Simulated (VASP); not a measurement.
# In3Sb (Pm-3m) in VASP: further runs, part 3 of 3

VASP 6.6.1. The steps go on from the part before.

## (6) Single point, PBEsol

Input file INCAR:

```
SYSTEM = In3Sb
ALGO = Fast
EDIFF = 1E-7
ENCUT = 520
GGA = PS
ISIF = 2
ISMEAR = 0
LASPH = .TRUE.
LCHARG = .FALSE.
LREAL = .FALSE.
LWAVE = .FALSE.
NBANDS = 30
NELM = 100
PREC = Accurate
SIGMA = 0.1
```

Input file KPOINTS:

```
k-points
0
G
  10 10 10
  0 0 0
```

Input file POSCAR:

```
In3Sb
1.0
    4.8369620000      0.0000000000      0.0000000000
    0.0000000000      4.8369620000      0.0000000000
    0.0000000000      0.0000000000      4.8369620000
In Sb
3 1
Direct
    0.5000000000      0.5000000000      0.0000000000
    0.5000000000      0.0000000000      0.5000000000
    0.0000000000      0.5000000000      0.5000000000
    0.0000000000      0.0000000000      0.0000000000
```

Potentials or basis: VASP PAW PBE potentials, release 64 (In_d, Sb).

Command:

```console
$ cat potpaw_PBE.64/In_d/POTCAR potpaw_PBE.64/Sb/POTCAR > POTCAR
$ mpirun -np 1 vasp_std > vasp.out
```

OUTCAR:

```text
SYSTEM = In3Sb
   EDIFF = 1E-7
   ENCUT = 520
   GGA = PS
   ISIF = 2
   ISMEAR = 0
   LASPH = .TRUE.
   LREAL = .FALSE.
   NELM = 100
   PREC = Accurate

 ion  position               nearest neighbor table
   1  0.500  0.500  0.000-   2 3.42   3 3.42   4 3.42   2 3.42   3 3.42   2 3.42   4 3.42   2 3.42
                             3 3.42   4 3.42   3 3.42   4 3.42
   2  0.500  0.000  0.500-   1 3.42   3 3.42   4 3.42   1 3.42   4 3.42   1 3.42   3 3.42   1 3.42
                             3 3.42   4 3.42   4 3.42   3 3.42
   3  0.000  0.500  0.500-   1 3.42   2 3.42   4 3.42   1 3.42   4 3.42   2 3.42   4 3.42   4 3.42
                             1 3.42   2 3.42   1 3.42   2 3.42
   4  0.000  0.000  0.000-   1 3.42   2 3.42   3 3.42   2 3.42   3 3.42   1 3.42   3 3.42   3 3.42
                             1 3.42   2 3.42   2 3.42   1 3.42

  LATTYP: Found a simple cubic cell.
 ALAT       =     4.8369620000

  Lattice vectors:

 A1 = (   4.8369620000,   0.0000000000,   0.0000000000)
 A2 = (   0.0000000000,   4.8369620000,   0.0000000000)
 A3 = (   0.0000000000,   0.0000000000,   4.8369620000)

Analysis of symmetry for initial positions (statically):
=====================================================================
 Subroutine PRICEL returns:
 Original cell was already a primitive cell.

 Routine SETGRP: Setting up the symmetry group for a
 simple cubic supercell.

 Subroutine GETGRP returns: Found 48 space group operations
 (whereof 48 operations were pure point group operations)
 out of a pool of 48 trial point group operations.

The static configuration has the point symmetry O_h .

Analysis of symmetry for dynamics (positions and initial velocities):
=====================================================================
 Subroutine PRICEL returns:
 Original cell was already a primitive cell.

 Routine SETGRP: Setting up the symmetry group for a
 simple cubic supercell.

 Subroutine GETGRP returns: Found 48 space group operations
 (whereof 48 operations were pure point group operations)
 out of a pool of 48 trial point group operations.

The dynamic configuration has the point symmetry O_h .

 Subroutine INISYM returns: Found 48 space group operations
 (whereof 48 operations are pure point group operations),
 and found     1 'primitive' translations

----------------------------------------------------------------------------------------

                                     Primitive cell

  volume of cell :     113.1665

  direct lattice vectors                    reciprocal lattice vectors
     4.836962000  0.000000000  0.000000000     0.206741339  0.000000000  0.000000000
     0.000000000  4.836962000  0.000000000     0.000000000  0.206741339  0.000000000
     0.000000000  0.000000000  4.836962000     0.000000000  0.000000000  0.206741339

  length of vectors
     4.836962000  4.836962000  4.836962000     0.206741339  0.206741339  0.206741339

  position of ions in fractional coordinates (direct lattice)
     0.500000000  0.500000000  0.000000000
     0.500000000  0.000000000  0.500000000
     0.000000000  0.500000000  0.500000000
     0.000000000  0.000000000  0.000000000

  ion indices of the primitive-cell ions
   primitive index   ion index
                 1           1
                 2           2
[... 30 lines left out ...]
            Coordinates               Weight
  0.000000  0.000000  0.000000      1.000000
  0.100000  0.000000  0.000000      6.000000
  0.200000  0.000000  0.000000      6.000000
  0.300000  0.000000  0.000000      6.000000
  0.400000  0.000000  0.000000      6.000000
  0.500000  0.000000  0.000000      3.000000
[... 16 lines left out ...]
  0.200000  0.100000  0.100000     24.000000
  0.300000  0.100000  0.100000     24.000000
 [... further k-points ...]
   k-points           NKPTS =     56   k-points in BZ     NKDIM =     56   number of bands    NBANDS=     30
   number of dos      NEDOS =    301   number of ions     NIONS =      4
   total plane-waves  NPLWV =  46656
   dimension x,y,z NGX =    36 NGY =   36 NGZ =   36
   dimension x,y,z NGXF=    72 NGYF=   72 NGZF=   72
   ions per type =               3   1
   NGX,Y,Z   is equivalent  to a cutoff of  12.37, 12.37, 12.37 a.u.
   NGXF,Y,Z  is equivalent  to a cutoff of  24.75, 24.75, 24.75 a.u.
 SYSTEM =  In3Sb
   PREC   = accura    normal or accurate (medium, high low for compatibility)
   ISTART =      0    job   : 0-new  1-cont  2-samecut
   ICHARG =      2    charge: 1-file 2-atom 10-const
   ISPIN  =      1    spin polarized calculation?
   LNONCOLLINEAR =      F non collinear calculations
   LSORBIT =      F    spin-orbit coupling
   LASPH  =      T    aspherical Exc in radial PAW
   ENCUT  =  520.0 eV  38.22 Ry    6.18 a.u.   8.99  8.99  8.99*2*pi/ulx,y,z
   NELM   =    100;   NELMIN=  2; NELMDL= -5     # of ELM steps
   EDIFF  = 0.1E-06   stopping-criterion for ELM
   LREAL  =      F    real-space projection
   EDIFFG = 0.1E-05   stopping-criterion for IOM
   NSW    =      0    number of steps for IOM
   IBRION =     -1    ionic relax: 0-MD 1-quasi-New 2-CG
   NFREE  =      0    steps in history (QN), initial steepest desc. (CG)
   ISIF   =      2    stress and relaxation
   ISYM   =      2    0-nonsym 1-usesym 2-fastsym
   POTIM  = 0.5000    time-step for ionic-motion
   TEBEG  =    0.0;   TEEND  =   0.0 temperature during run
   PSTRESS=    0.0 pullay stress
   NELECT =      44.0000    total number of electrons
   NUPDOWN=      -1.0000    fix difference up-down
   EMIN   =  10.00;   EMAX   =-10.00  energy-range for DOS
   EFERMI =   0.00;   METHOD = LEGACY
   ISMEAR =     0;   SIGMA  =   0.10  broadening in eV -4-tet -1-fermi 0-gaus
   EFERMI_NEDOS =   21; number of points for ismear=-14 and -15
   IALGO  =     68    algorithm
   IMIX   =      4    mixing-type and parameters
     AMIX     =   0.40;   BMIX     =  1.00
     AMIX_MAG =   1.60;   BMIX_MAG =  1.00
  volume/ion in A,a.u.               =      28.29       190.92
  Fermi-wavevector in a.u.,A,eV,Ry     =   1.194867  2.257972 19.425148  1.427708
  Thomas-Fermi vector in A             =   2.330847
   LORBIT       =      0    0 simple, 1 ext, 2 COOP (PROOUT), +10 PAW based schemes
   GGA     = PS    functional components
   LHFCALC =     F    Hartree Fock is set to
   AEXX    =    0.0000 exact exchange contribution
   IVDW    =     0    specifies the selected vdW correction
   LEPSILON=     F    determine dielectric tensor
   LRPA    =     F    only Hartree local field effects (RPA)
 non-spin polarized calculation
 RMM-DIIS sequential band-by-band and
 Gauss-broadening in eV      SIGMA  =   0.10
  energy-cutoff  :      520.00
  volume of cell :      113.17
 maximum number of plane-waves:      3112
 NGX is ok and might be reduce to    36
   NGX = 17   NGY = 17   NGZ = 17

 number of electron      43.9999994 magnetization

 Free energy of the ion-electron system (eV)
  ---------------------------------------------------
  ext. energy  EPLUGINS =         0.00000000
  ---------------------------------------------------
  free energy    TOTEN  =       -13.34906699 eV

  energy without entropy =      -13.33622463  energy(sigma->0) =      -13.34264581

 E-fermi :   6.6516     XC(G=0): -10.0500

 val. band max:        6.6501303008   @ k =   0.3000   0.3000   0.1000
 cond. band min:       6.6528050167   @ k =   0.2000   0.2000   0.2000
 fundamental gap:      0.0026747159
 Fermi energy:         6.6516409951

 k-point     1 :       0.0000    0.0000    0.0000
  band No.  band energies     occupation
      1      -7.8168      2.00000
      2      -7.8152      2.00000
      3      -7.8152      2.00000
      4      -7.8152      2.00000
      5      -7.6856      2.00000
      6      -7.6856      2.00000
[... 781 lines left out ...]
     29      11.7075      0.00000
     30      13.7228      0.00000

 [... further k-points ...]

------------------------ aborting loop because EDIFF is reached ----------------------------------------

  FORCE on cell =-STRESS in cart. coord.  units (eV):
  Direction    XX          YY          ZZ          XY          YZ          ZX
  --------------------------------------------------------------------------------------
  -------------------------------------------------------------------------------------
  Total       -1.9274516     -1.9274516     -1.9274516     -0.0000000     -0.0000000      0.0000000
  in kB      -27.2882718    -27.2882718    -27.2882718     -0.0000000     -0.0000000      0.0000000
  external PRESSURE =     -27.2882718 kB  Pullay stress =       0.0000000 kB

 VOLUME and BASIS-vectors are now :
 -----------------------------------------------------------------------------
  energy-cutoff  :      520.00
  volume of cell :      113.17
      direct lattice vectors                 reciprocal lattice vectors
     4.836962000  0.000000000  0.000000000     0.206741339  0.000000000  0.000000000
     0.000000000  4.836962000  0.000000000     0.000000000  0.206741339  0.000000000
     0.000000000  0.000000000  4.836962000     0.000000000  0.000000000  0.206741339

 POSITION                                       TOTAL-FORCE (eV/Angst)
 -----------------------------------------------------------------------------------
      2.41848      2.41848      0.00000         0.000000      0.000000      0.000000
      2.41848      0.00000      2.41848         0.000000      0.000000      0.000000
      0.00000      2.41848      2.41848         0.000000      0.000000      0.000000
      0.00000      0.00000      0.00000         0.000000      0.000000      0.000000
 -----------------------------------------------------------------------------------
    total drift:                                0.000000      0.000000      0.000000

  FREE ENERGIE OF THE ION-ELECTRON SYSTEM (eV)
  ---------------------------------------------------
  free  energy   TOTEN  =       -13.3490669851 eV

  energy  without entropy=      -13.3362246312  energy(sigma->0) =      -13.34264581
```

stdout:

```text
POSCAR found type information on POSCAR InSb
 POSCAR found :  2 types and       4 ions
 scaLAPACK will be used
 -----------------------------------------------------------------------------
|                                                                             |
|                                                                             |
|     You enforced a specific xc type in the INCAR file but a different       |
|     I HOPE YOU KNOW WHAT YOU ARE DOING!                                     |
|                                                                             |
 -----------------------------------------------------------------------------

 LDA part: xc-table for (Slater+PW92), standard interpolation
 POSCAR, INCAR and KPOINTS ok, starting setup
 FFT: planning ... GRIDC
 FFT: planning ... GRID_SOFT
 FFT: planning ... GRID
 WAVECAR not read
 entering main loop
 num prob RMM:  18    -0.133490669851E+02   -0.28974E-07   -0.71667E-08  1991   0.237E-03
```

Run time: 5.2 min. Hardware: 1 thread of Intel Xeon 8259CL, shared host; peak memory 0.32 GiB.

What came out:

```
Free energy            : -13.3491 eV
Pressure               : -2.7 GPa
Band gap on the k mesh : zero (bands 22 and 23 overlap by 3.54 eV)
```

Caveat: the PAW data sets were made with another functional, which shifts forces and pressure a little; spin-orbit coupling is left out, which moves the levels of the heavy elements.

## (7) Overview

```tsv
k mesh	smearing	gap on the mesh (eV)	pressure (GPa)
5 × 5 × 5	gaussian 0.2 eV	none	-2.2
5 × 5 × 5	gaussian 0.4 eV	none	-2.3
6 × 6 × 6	gaussian 0.1 eV	none	-2.6
8 × 8 × 8	gaussian 0.1 eV	none	-2.9
10 × 10 × 10	gaussian 0.1 eV	none	-2.7
```

Alike in all rows: task single point; level PBEsol; potentials or basis VASP PAW PBE potentials, release 64 (In_d, Sb); no spin polarisation; cell as given; cutoff (eV) 520.

Caveats: the PAW data sets were made with another functional, which shifts forces and pressure a little; spin-orbit coupling is left out, which moves the levels of the heavy elements; so wide a smearing shifts energies and pressures (at least some runs).

Absolute energies hang on the potentials; compare differences alone.
